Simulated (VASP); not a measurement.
Runs of VASP 6.6.1 on Fe. The structure is that of space group Im-3m (No. 229), or close to it. The cells are those of the table. 

```tsv
cell	k mesh	gap on the mesh (eV)	pressure (GPa)	moment (μB)
a = 2.243 Å, angles 109.5°, 1 atom	24 × 24 × 24	none	81.3	1.69
a = 2.448 Å, angles 109.5°, 1 atom	22 × 22 × 22	none	-8.6	2.17
a = 2.350 Å, angles 109.5°, 1 atom	22 × 22 × 22	none	(b)	1.95
a = 2.315 Å, angles 109.5°, 1 atom	24 × 24 × 24	none	37.2	(a)
a = 2.280 Å, angles 109.5°, 1 atom	24 × 24 × 24	none	56.7	1.79
```

Alike in all rows: task single point; level PBEsol; potentials or basis VASP PAW PBE potentials, release 64 (Fe); spin collinear, ferromagnetic start; cutoff (eV) 520; smearing gaussian 0.05 eV.

Q: Estimate the missing entries.

A: (a) 1.89; (b) 21.1.

Caveats: the PAW data sets were made with another functional, which shifts forces and pressure a little.

A gap of «none» marks levels without a gap at the run's occupations.
